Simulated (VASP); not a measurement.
# Hg12Te11I (a cell with a defect) in VASP: electric field gradients with PBE

Aim: the electric field gradients of Hg12Te11I (a cell with a defect) with PBE.

Program: VASP 6.6.1. These are calculated values, not measurements. Logs are shortened: lines on timing, memory, paths and dates and some standing lists are left out, and cuts for length are marked.

### Step 1. The cell of the first run

The cell holds a defect, 24 atoms: a = 9.326 Å, b = 9.326 Å, c = 10.408 Å, α = 90.00°, β = 90.00°, γ = 120.00°.

### Step 2. Electric field gradients, PBE

INCAR

```
PREC = Accurate
ENCUT = 520
EDIFF = 1E-8
ISMEAR = -1
SIGMA = 0.01
LREAL = Auto
LASPH = T
NELM = 100
ALGO = Normal
ISIF = 2
LWAVE = F
LCHARG = F
GGA = PE
LEFG = T
NELECT = 216.0
NBANDS = 126
```

KPOINTS

```
Automatic mesh
0
Gamma
  3 3 2
```

POSCAR

```
Hg12Te11I
1.0
    9.3258517332      0.0000000000      0.0000000000
   -4.6629258666      8.0764245128      0.0000000000
    0.0000000000      0.0000000000     10.4080035000
Hg I Te
12 1 11
Direct
    0.3441595850      0.3441595850      0.0000000000
    0.3441595850      0.8441595850      0.0000000000
    0.8441595850      0.3441595850      0.0000000000
    0.8441595850      0.8441595850      0.0000000000
    0.1558404150      0.0000000000      0.6666666667
    0.1558404150      0.5000000000      0.6666666667
    0.6558404150      0.0000000000      0.6666666667
    0.6558404150      0.5000000000      0.6666666667
    0.0000000000      0.1558404150      0.3333333333
    0.0000000000      0.6558404150      0.3333333333
    0.5000000000      0.1558404150      0.3333333333
    0.5000000000      0.6558404150      0.3333333333
    0.2568586000      0.2568586000      0.5000000000
    0.2568586000      0.7568586000      0.5000000000
    0.7568586000      0.2568586000      0.5000000000
    0.7568586000      0.7568586000      0.5000000000
    0.2431414000      0.0000000000      0.1666666667
    0.2431414000      0.5000000000      0.1666666667
    0.7431414000      0.0000000000      0.1666666667
    0.7431414000      0.5000000000      0.1666666667
    0.0000000000      0.2431414000      0.8333333333
    0.0000000000      0.7431414000      0.8333333333
    0.5000000000      0.2431414000      0.8333333333
    0.5000000000      0.7431414000      0.8333333333
```

Potentials or basis: VASP PAW PBE potentials, release 64 (Hg, I, Te).

The run is started by

```console
$ cat potpaw_PBE.64/Hg/POTCAR potpaw_PBE.64/I/POTCAR potpaw_PBE.64/Te/POTCAR > POTCAR
$ mpirun -np 1 vasp_std > vasp.out
```

OUTCAR:

```text
PREC = Accurate
   ENCUT = 520
   EDIFF = 1E-8
   ISMEAR = -1
   LREAL = Auto
   LASPH = T
   NELM = 100
   ISIF = 2
   GGA = PE
   NELECT = 216.0

 ion  position               nearest neighbor table
   1  0.344  0.344  0.000-  18 2.72  23 2.72  17 3.34  21 3.34  24 3.68  20 3.68
   2  0.344  0.844  0.000-  17 2.72  24 2.72  18 3.34  22 3.34  23 3.68  19 3.68
   3  0.844  0.344  0.000-  20 2.72  21 2.72  19 3.34  23 3.34  22 3.68  18 3.68
   4  0.844  0.844  0.000-  19 2.72  22 2.72  20 3.34  24 3.34  21 3.68  17 3.68
   5  0.156  0.000  0.667-  22 2.72  13 2.72  23 3.34  14 3.34  21 3.68  16 3.68
   6  0.156  0.500  0.667-  21 2.72  14 2.72  24 3.34  13 3.34  22 3.68  15 3.68
[... 16 lines left out ...]
  23  0.500  0.243  0.833-   8 2.72   1 2.72   5 3.34   3 3.34   7 3.68   2 3.68
  24  0.500  0.743  0.833-   7 2.72   2 2.72   6 3.34   4 3.34   8 3.68   1 3.68

  LATTYP: Found a hexagonal cell.
 ALAT       =     9.3258517332
 C/A-ratio  =     1.1160378481

  Lattice vectors:

 A1 = (   9.3258517332,   0.0000000000,   0.0000000000)
 A2 = (  -4.6629258666,   8.0764245128,   0.0000000000)
 A3 = (   0.0000000000,   0.0000000000,  10.4080035000)

Analysis of symmetry for initial positions (statically):
=====================================================================
 Subroutine PRICEL returns:
 Original cell was already a primitive cell.

 Routine SETGRP: Setting up the symmetry group for a
 hexagonal supercell.

 Subroutine GETGRP returns: Found  2 space group operations
 (whereof  2 operations were pure point group operations)
 out of a pool of 24 trial point group operations.

The static configuration has the point symmetry C_2 .

Analysis of symmetry for dynamics (positions and initial velocities):
=====================================================================
 Subroutine PRICEL returns:
 Original cell was already a primitive cell.

 Routine SETGRP: Setting up the symmetry group for a
 hexagonal supercell.

 Subroutine GETGRP returns: Found  2 space group operations
 (whereof  2 operations were pure point group operations)
 out of a pool of 24 trial point group operations.

The dynamic configuration has the point symmetry C_2 .
[... 1167 lines left out ...]

  FORCE on cell =-STRESS in cart. coord.  units (eV):
  Direction    XX          YY          ZZ          XY          YZ          ZX
  --------------------------------------------------------------------------------------
  -------------------------------------------------------------------------------------
  Total       -1.3845280     -1.9295911     -1.3580310     -0.4720385     -0.0820687      0.1421472
  in kB       -2.8296795     -3.9436721     -2.7755253     -0.9647460     -0.1677310      0.2905185
  external PRESSURE =      -3.1829590 kB  Pullay stress =       0.0000000 kB

 VOLUME and BASIS-vectors are now :
 -----------------------------------------------------------------------------
  energy-cutoff  :      520.00
  volume of cell :      783.93
      direct lattice vectors                 reciprocal lattice vectors
     9.325851733  0.000000000  0.000000000     0.107228812  0.061908583  0.000000000
    -4.662925867  8.076424513  0.000000000     0.000000000  0.123817167  0.000000000
     0.000000000  0.000000000 10.408003500     0.000000000  0.000000000  0.096079906

 POSITION                                       TOTAL-FORCE (eV/Angst)
 -----------------------------------------------------------------------------------
      1.60479      2.77958      0.00000        -0.011247     -0.019480      0.000000
     -0.72667      6.81779      0.00000         0.039704     -0.011733     -0.016439
      6.26772      2.77958      0.00000        -0.030013      0.028518      0.016439
      3.93625      6.81779      0.00000        -0.043205     -0.074833      0.000000
      1.45334      0.00000      6.93867         0.334486     -0.524605      0.570266
     -0.87812      4.03821      6.93867        -0.261434      0.238025      0.248380
[... 16 lines left out ...]
      3.52918      1.96371      8.67334        -0.019795     -0.206197     -0.112222
      1.19771      6.00193      8.67334         0.098664     -0.103310      0.070268
 -----------------------------------------------------------------------------------
    total drift:                                0.009317      0.016138     -0.000000

  FREE ENERGIE OF THE ION-ELECTRON SYSTEM (eV)
  ---------------------------------------------------
  free  energy   TOTEN  =       -43.6873769050 eV

  energy  without entropy=      -43.6873769050  energy(sigma->0) =      -43.68737691

 Electric field gradients (V/A^2)
---------------------------------------------------------------------
 ion       V_xx      V_yy      V_zz      V_xy      V_xz      V_yz
---------------------------------------------------------------------
   1     -84.275   164.373   -80.099   215.335   340.737  -196.724
   2     -87.069   165.418   -78.349   212.152   336.821  -197.223
   3     -81.432   159.782   -78.349   215.406   339.211  -193.084
   4     -85.359   160.612   -75.252   213.017   336.686  -194.386
   5     240.538  -181.673   -58.865   -30.377    12.532   314.345
   6     301.452  -222.479   -78.973   -35.700   -41.989   419.702
[... 16 lines left out ...]
  23     -80.943    29.621    51.322   -72.305  -243.990  -145.697
  24     -82.799    20.371    62.429   -94.172  -271.252  -132.049
---------------------------------------------------------------------

 Electric field gradients after diagonalization (V/A^2)
 (convention: |V_zz| > |V_xx| > |V_yy|)
----------------------------------------------------------------------
 ion       V_xx      V_yy      V_zz     asymmetry (V_yy - V_xx)/ V_zz
----------------------------------------------------------------------
   1     288.697   254.312  -543.009       0.063
   2     286.481   252.159  -538.641       0.064
   3     286.481   252.159  -538.641       0.064
   4     283.597   252.627  -536.224       0.058
   5     244.087   197.914  -442.001       0.104
   6     344.929   231.588  -576.517       0.197
[... 16 lines left out ...]
  23     264.438    64.180  -328.618       0.609
  24     280.908    74.684  -355.593       0.580
----------------------------------------------------------------------

           NMR quadrupolar parameters

 Cq : quadrupolar parameter    Cq=e*Q*V_zz/h
 eta: asymmetry parameters     (V_yy - V_xx)/ V_zz
 Q  : nuclear electric quadrupole moment in mb (millibarn)
----------------------------------------------------------------------
 ion       Cq(MHz)       eta       Q (mb)
----------------------------------------------------------------------
   1      -1.313       0.063       1.000
   2      -1.302       0.064       1.000
   3      -1.302       0.064       1.000
   4      -1.297       0.058       1.000
   5      -1.069       0.104       1.000
   6      -1.394       0.197       1.000
[... 16 lines left out ...]
  23      -0.795       0.609       1.000
  24      -0.860       0.580       1.000
----------------------------------------------------------------------
```

OSZICAR:

```text
N       E                     dE             d eps       ncg     rms          rms(c)
DAV:   1     0.150518609642E+04    0.15052E+04   -0.94281E+04  2016   0.150E+03
[... 13 lines left out ...]
DAV:  15    -0.436873773940E+02    0.29624E-06   -0.60565E-06  2144   0.564E-03    0.773E-03
DAV:  16    -0.436873771338E+02    0.26017E-06   -0.28156E-07  2216   0.187E-03    0.401E-03
DAV:  17    -0.436873768060E+02    0.32779E-06   -0.36726E-07  2232   0.244E-03    0.961E-04
DAV:  18    -0.436873767824E+02    0.23625E-07   -0.69180E-08  1880   0.621E-04    0.244E-03
DAV:  19    -0.436873768249E+02   -0.42564E-07   -0.31890E-09  1134   0.161E-04    0.140E-03
DAV:  20    -0.436873769041E+02   -0.79130E-07   -0.30726E-09  1134   0.130E-04    0.238E-04
DAV:  21    -0.436873769050E+02   -0.94224E-09   -0.84626E-10  1134   0.738E-05
   1 F= -.43687377E+02 E0= -.43687377E+02  d E =-.168795E-10
```

Wall time 15 min (1 thread of AMD EPYC 9R45 (Zen 5), shared host); peak memory 1 GiB.

What came out:

| Property | Result |
| --- | --- |
| Free energy | -43.6874 eV |
| Largest force | 0.844 eV/Å |
| Largest electric field gradient by atom | Hg -543.0, -538.6, -536.2, -442.0, -576.5, -542.5, -546.5 (each value once); I -381.1; Te -340.9, -366.7, -367.9, -328.6, -421.3, -355.6 (each value once) V/Å² |

Forces on the atoms (eV/Å):
```
Hg  -0.011 -0.019  0.000
Hg   0.040 -0.012 -0.016
Hg  -0.030  0.029  0.016
Hg  -0.043 -0.075  0.000
Hg   0.334 -0.525  0.570
Hg  -0.261  0.238  0.248
Hg   0.019 -0.017  0.018
Hg   0.100  0.069  0.072
Hg  -0.622  0.027 -0.570
Hg  -0.024  0.008 -0.018
Hg   0.337 -0.107 -0.248
Hg   0.010  0.121 -0.072
I    0.256  0.443  0.000
Te   0.081  0.183 -0.013
Te   0.118  0.161  0.013
Te   0.077  0.133  0.000
Te  -0.251  0.043  0.042
Te  -0.169 -0.120  0.112
Te  -0.065 -0.035  0.012
Te  -0.139  0.034 -0.070
Te   0.163 -0.195 -0.042
Te   0.002 -0.074 -0.012
Te  -0.020 -0.206 -0.112
Te   0.099 -0.103  0.070
```

Electric field gradients, principal values (V/Å²):
| atom | least | middle | greatest (by size) |
| --- | --- | --- | --- |
| 1 Hg | 254.312 | 288.697 | -543.009 |
| 2 Hg | 252.159 | 286.481 | -538.641 |
| 3 Hg | 252.159 | 286.481 | -538.641 |
| 4 Hg | 252.627 | 283.597 | -536.224 |
| 5 Hg | 197.914 | 244.087 | -442.001 |
| 6 Hg | 231.588 | 344.929 | -576.517 |
| 7 Hg | 254.396 | 288.129 | -542.524 |
| 8 Hg | 255.755 | 290.752 | -546.507 |
| 9 Hg | 197.914 | 244.087 | -442.001 |
| 10 Hg | 254.396 | 288.129 | -542.524 |
| 11 Hg | 231.588 | 344.929 | -576.517 |
| 12 Hg | 255.755 | 290.752 | -546.507 |
| 13 I | 81.095 | 299.972 | -381.067 |
| 14 Te | 68.468 | 272.475 | -340.943 |
| 15 Te | 68.468 | 272.475 | -340.943 |
| 16 Te | 92.892 | 273.761 | -366.653 |
| 17 Te | 83.929 | 283.962 | -367.891 |
| 18 Te | 64.180 | 264.438 | -328.618 |
| 19 Te | 61.832 | 359.487 | -421.319 |
| 20 Te | 74.684 | 280.908 | -355.593 |
| 21 Te | 83.929 | 283.962 | -367.891 |
| 22 Te | 61.832 | 359.487 | -421.319 |
| 23 Te | 64.180 | 264.438 | -328.618 |
| 24 Te | 74.684 | 280.908 | -355.593 |

Caveat: the cell carries a net charge on a neutralising background, which shifts energy and pressure; the cell is charged against a uniform background, so pressure and absolute levels hang on convention; without QUAD_EFG the Cq values of the log hold for a quadrupole moment of 1 mb, not for the nuclei.
